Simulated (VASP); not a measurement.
# MgCd3Te4 in VASP: settings compared, part 2 of 3

VASP 6.6.1.

## Step 3: Single point, PBE

This run uses another cell than the first one, of 35.88 Å³/atom, 1.002 times its volume.

Contents of INCAR:

```
PREC = Accurate
ENCUT = 520
EDIFF = 1E-7
ISMEAR = 0
SIGMA = 0.1
LREAL = F
LASPH = T
NELM = 80
ALGO = Normal
ISIF = 2
LWAVE = F
LCHARG = T
GGA = PE
LELF = T
LVHAR = T
NBANDS = 41
```

Contents of KPOINTS:

```
Automatic mesh
0
Gamma
  2 2 2
```

Contents of POSCAR:

```
MgCd3Te4
1.0
    6.6070075842     -0.0027033347      0.0067597749
   -0.0027299584      6.5893258109      0.0026601037
    0.0067481525      0.0026319760      6.5932509189
Mg Cd Te
1 3 4
Direct
    0.0005836603      0.0008770786     -0.0002842719
   -0.0004615895      0.4989004006      0.5007411674
    0.5004540056     -0.0005816706      0.4990097059
    0.4996391060      0.5015217129      0.0003076492
    0.7539334467      0.7524429542      0.2470045636
    0.7515646965      0.2467493894      0.7533980266
    0.2468098624      0.7528521545      0.7523533336
    0.2474768121      0.2472379804      0.2474698257
```

Potentials or basis: VASP PAW PBE potentials, release 64 (Mg, Cd, Te).

Started as:

```console
> cat potpaw_PBE.64/Mg/POTCAR potpaw_PBE.64/Cd/POTCAR potpaw_PBE.64/Te/POTCAR > POTCAR
> mpirun -np 1 vasp_std > vasp.out
```

OUTCAR:

```text
PREC = Accurate
   ENCUT = 520
   EDIFF = 1E-7
   ISMEAR = 0
   LREAL = F
   LASPH = T
   NELM = 80
   ISIF = 2
   GGA = PE

 ion  position               nearest neighbor table
   1  0.001  0.001  1.000-   5 2.82   7 2.82   8 2.82   6 2.82
   2  1.000  0.499  0.501-   6 2.86   8 2.87   7 2.87   5 2.87
   3  0.500  0.999  0.499-   5 2.87   7 2.87   8 2.87   6 2.87
   4  0.500  0.502  0.000-   5 2.87   7 2.87   8 2.87   6 2.87
   5  0.754  0.752  0.247-   1 2.82   3 2.87   4 2.87   2 2.87
   6  0.752  0.247  0.753-   1 2.82   2 2.86   3 2.87   4 2.87
   7  0.247  0.753  0.752-   1 2.82   4 2.87   3 2.87   2 2.87
   8  0.247  0.247  0.247-   1 2.82   4 2.87   2 2.87   3 2.87

  LATTYP: Found a triclinic cell.
 ALAT       =     9.3350680472
 B/A-ratio  =     0.7058681179
 C/A-ratio  =     1.0009084943
 COS(alpha) =     0.0000157351
 COS(beta)  =     0.5015063224
 COS(gamma) =     0.7064506406

  Lattice vectors:

 A1 = (  -6.6097375426,   6.5920291456,  -0.0040996712)
 A2 = (  -0.0027299584,   6.5893258109,   0.0026601037)
 A3 = (  -6.6137557367,   0.0000713587,  -6.6000106938)

Analysis of symmetry for initial positions (statically):
=====================================================================
 Subroutine PRICEL returns:
 Original cell was already a primitive cell.

 Routine SETGRP: Setting up the symmetry group for a
 triclinic supercell.

 Subroutine GETGRP returns: Found  1 space group operations
 (whereof  1 operations were pure point group operations)
 out of a pool of  2 trial point group operations.

The static configuration has the point symmetry C_1 .

Analysis of symmetry for dynamics (positions and initial velocities):
=====================================================================
 Subroutine PRICEL returns:
 Original cell was already a primitive cell.

 Routine SETGRP: Setting up the symmetry group for a
 triclinic supercell.

 Subroutine GETGRP returns: Found  1 space group operations
 (whereof  1 operations were pure point group operations)
 out of a pool of  2 trial point group operations.

The dynamic configuration has the point symmetry C_1 .

 Subroutine INISYM returns: Found  1 space group operations
 (whereof  1 operations are pure point group operations),
 and found     1 'primitive' translations

----------------------------------------------------------------------------------------

                                     Primitive cell

  volume of cell :     287.0416

  direct lattice vectors                    reciprocal lattice vectors
     6.607007584 -0.002703335  0.006759775     0.151354634  0.000062769 -0.000154936
    -0.002729958  6.589325811  0.002660104     0.000062157  0.151760644 -0.000060645
     0.006748153  0.002631976  6.593250919    -0.000155202 -0.000061293  0.151670431

  length of vectors
     6.607011595  6.589326913  6.593254898     0.151354727  0.151760669  0.151670523

  position of ions in fractional coordinates (direct lattice)
     0.000583660  0.000877079  0.999715728
     0.999538411  0.498900401  0.500741167
[... 46 lines left out ...]
  0.000000  0.000000  0.000000      1.000000
  0.500000  0.000000 -0.000000      1.000000
  0.000000  0.500000 -0.000000      1.000000
  0.500000  0.500000 -0.000000      1.000000
  0.000000 -0.000000  0.500000      1.000000
  0.500000 -0.000000  0.500000      1.000000
  0.000000  0.500000  0.500000      1.000000
  0.500000  0.500000  0.500000      1.000000
   k-points           NKPTS =      8   k-points in BZ     NKDIM =      8   number of bands    NBANDS=     41
   number of dos      NEDOS =    301   number of ions     NIONS =      8
   total plane-waves  NPLWV = 125000
   dimension x,y,z NGX =    50 NGY =   50 NGZ =   50
   dimension x,y,z NGXF=   100 NGYF=  100 NGZF=  100
   ions per type =               1   3   4
   NGX,Y,Z   is equivalent  to a cutoff of  12.58, 12.61, 12.61 a.u.
   NGXF,Y,Z  is equivalent  to a cutoff of  25.16, 25.23, 25.21 a.u.
 SYSTEM =  unknown system
   PREC   = accura    normal or accurate (medium, high low for compatibility)
   ISTART =      0    job   : 0-new  1-cont  2-samecut
   ICHARG =      2    charge: 1-file 2-atom 10-const
   ISPIN  =      1    spin polarized calculation?
   LNONCOLLINEAR =      F non collinear calculations
   LSORBIT =      F    spin-orbit coupling
   LASPH  =      T    aspherical Exc in radial PAW
   ENCUT  =  520.0 eV  38.22 Ry    6.18 a.u.  12.28 12.25 12.26*2*pi/ulx,y,z
   NELM   =     80;   NELMIN=  2; NELMDL= -5     # of ELM steps
   EDIFF  = 0.1E-06   stopping-criterion for ELM
   LREAL  =      F    real-space projection
   EDIFFG = 0.1E-05   stopping-criterion for IOM
   NSW    =      0    number of steps for IOM
   IBRION =     -1    ionic relax: 0-MD 1-quasi-New 2-CG
   NFREE  =      0    steps in history (QN), initial steepest desc. (CG)
   ISIF   =      2    stress and relaxation
   ISYM   =      2    0-nonsym 1-usesym 2-fastsym
   POTIM  = 0.5000    time-step for ionic-motion
   TEBEG  =    0.0;   TEEND  =   0.0 temperature during run
   PSTRESS=    0.0 pullay stress
   NELECT =      62.0000    total number of electrons
   NUPDOWN=      -1.0000    fix difference up-down
   EMIN   =  10.00;   EMAX   =-10.00  energy-range for DOS
   EFERMI =   0.00;   METHOD = LEGACY
   ISMEAR =     0;   SIGMA  =   0.10  broadening in eV -4-tet -1-fermi 0-gaus
   EFERMI_NEDOS =   21; number of points for ismear=-14 and -15
   IALGO  =     38    algorithm
   IMIX   =      4    mixing-type and parameters
     AMIX     =   0.40;   BMIX     =  1.00
     AMIX_MAG =   1.60;   BMIX_MAG =  1.00
  volume/ion in A,a.u.               =      35.88       242.13
  Fermi-wavevector in a.u.,A,eV,Ry     =   0.982254  1.856191 13.127212  0.964823
  Thomas-Fermi vector in A             =   2.113323
   LORBIT       =      0    0 simple, 1 ext, 2 COOP (PROOUT), +10 PAW based schemes
   GGA     = PE    functional components
   LHFCALC =     F    Hartree Fock is set to
   AEXX    =    0.0000 exact exchange contribution
   IVDW    =     0    specifies the selected vdW correction
   LEPSILON=     F    determine dielectric tensor
   LRPA    =     F    only Hartree local field effects (RPA)
 non-spin polarized calculation
 Gauss-broadening in eV      SIGMA  =   0.10
  energy-cutoff  :      520.00
  volume of cell :      287.04
 maximum number of plane-waves:      7807
 NGX is ok and might be reduce to    50
   NGX = 25   NGY = 25   NGZ = 25

 number of electron      62.0000030 magnetization

 Free energy of the ion-electron system (eV)
  ---------------------------------------------------
  ext. energy  EPLUGINS =         0.00000000
  ---------------------------------------------------
  free energy    TOTEN  =       -20.60394405 eV

  energy without entropy =      -20.60394405  energy(sigma->0) =      -20.60394405

 E-fermi :   2.2784     XC(G=0):  -8.1557

 val. band max:        1.7841185667   @ k =   0.0000   0.0000   0.0000
 cond. band min:       2.7544964581   @ k =   0.0000   0.0000   0.0000
 fundamental gap:      0.9703778913
 Fermi energy:         2.2783581084

 k-point     1 :       0.0000    0.0000    0.0000
  band No.  band energies     occupation
      1      -8.8539      2.00000
      2      -8.3567      2.00000
      3      -8.3550      2.00000
      4      -8.3539      2.00000
      5      -6.1729      2.00000
      6      -6.1726      2.00000
[... 341 lines left out ...]
     40       7.1246      0.00000
     41       7.1344      0.00000

------------------------ aborting loop because EDIFF is reached ----------------------------------------

  FORCE on cell =-STRESS in cart. coord.  units (eV):
  Direction    XX          YY          ZZ          XY          YZ          ZX
  --------------------------------------------------------------------------------------
  -------------------------------------------------------------------------------------
  Total        0.1593013      0.2425077      0.2247076      0.0302075     -0.0285680     -0.0658496
  in kB        0.8891708      1.3536030      1.2542484      0.1686090     -0.1594575     -0.3675521
  external PRESSURE =       1.1656741 kB  Pullay stress =       0.0000000 kB

 VOLUME and BASIS-vectors are now :
 -----------------------------------------------------------------------------
  energy-cutoff  :      520.00
  volume of cell :      287.04
      direct lattice vectors                 reciprocal lattice vectors
     6.607007584 -0.002703335  0.006759775     0.151354634  0.000062769 -0.000154936
    -0.002729958  6.589325811  0.002660104     0.000062157  0.151760644 -0.000060645
     0.006748153  0.002631976  6.593250919    -0.000155202 -0.000061293  0.151670431

 POSITION                                       TOTAL-FORCE (eV/Angst)
 -----------------------------------------------------------------------------------
      0.01060      0.00841      6.59138        -0.002544     -0.001456     -0.001601
      6.60597      3.28603      3.30960         0.002423      0.005104     -0.000957
      3.30714      6.58545      3.29614         0.001030      0.002836      0.004910
      3.29975      3.30334      0.00674         0.001380     -0.007185     -0.005237
      4.98086      4.95670      1.63566         0.004349      0.011091     -0.004768
      4.97000      1.62586      4.97308         0.011759     -0.008167      0.008827
      1.63370      4.96210      4.96413        -0.007952      0.006919      0.010576
      1.63608      1.62911      1.63396        -0.010446     -0.009142     -0.011750
 -----------------------------------------------------------------------------------
    total drift:                                0.000204      0.000181     -0.000129

  FREE ENERGIE OF THE ION-ELECTRON SYSTEM (eV)
  ---------------------------------------------------
  free  energy   TOTEN  =       -20.6039440471 eV

  energy  without entropy=      -20.6039440471  energy(sigma->0) =      -20.60394405
```

Run time: 67 s. Hardware: 1 thread of Intel Xeon 6975P-C (Granite Rapids), shared host; peak memory 0.39 GiB.

What came out:

```
Free energy            : -20.6039 eV
Pressure               : 0.1 GPa
Largest force          : 0.018 eV/Å
Band gap on the k mesh : 0.97 eV, direct
```

Forces in eV/Å, atoms in the order of the input:
```
Mg  -0.003 -0.001 -0.002
Cd   0.002  0.005 -0.001
Cd   0.001  0.003  0.005
Cd   0.001 -0.007 -0.005
Te   0.004  0.011 -0.005
Te   0.012 -0.008  0.009
Te  -0.008  0.007  0.011
Te  -0.010 -0.009 -0.012
```

Caveat: the k points lie up to 0.48 Å⁻¹ apart; spin-orbit coupling is left out, which moves the levels of the heavy elements.

[end of part 2 of 3]
